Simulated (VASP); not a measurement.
## Na: single point with PBEsol

The system is Na.

```
CELL_PARAMETERS angstrom
-2.11750 2.11750 2.05397
2.11750 -2.11750 2.05397
2.11750 2.11750 -2.05397
ATOMIC_POSITIONS crystal
Na 0.00000 0.00000 0.00000
```

This cell differs from its parent crystal: strain +0.000 along x and y, -0.030 along z.

```
Program                : VASP 6.6.1
Task                   : single point
Functional             : PBEsol
Potentials or basis    : VASP PAW PBE potentials, release 64 (Na_pv)
Cutoff                 : 520 eV
k mesh                 : 16 × 16 × 16
Occupations            : gaussian, width 0.15 eV
Spin                   : no spin polarisation
Dipole correction      : no
Further INCAR settings : ALGO = Normal; EDIFF = 1e-06; NBANDS = 10
```

```yaml
Pressure: -0.1 GPa
```

Levels at points of the mesh, in eV from the Fermi level:
| k point | band 1 | band 2 | band 3 | band 4 | band 5 | band 6 | band 7 | band 8 | band 9 |
| --- | --- | --- | --- | --- | --- | --- | --- | --- | --- |
| (0.00, 0.00, 0.00) | -24.78 | -24.78 | -24.78 | -3.29 | 11.47 | 11.94 | 11.94 | 12.55 | 13.02 |
| (0.50, 0.00, 0.00) | -24.82 | -24.79 | -24.78 | 0.79 | 1.28 | 8.10 | 9.07 | 9.17 | 10.37 |
| (0.50, 0.50, 0.00) | -24.82 | -24.79 | -24.78 | 0.68 | 1.14 | 8.50 | 9.47 | 9.57 | 10.56 |
| (0.50, 0.50, 0.50) | -24.81 | -24.81 | -24.81 | 4.40 | 4.64 | 4.74 | 4.74 | 5.27 | 7.83 |

Run time: 2.2 min on 1 thread of AMD EPYC 7R13 (shared host), peak memory 0.2 GiB.

Caveat: the cell differs from its parent crystal (strain +0.000 along x and y, -0.030 along z); the PAW data sets were made with another functional, which shifts forces and pressure a little.
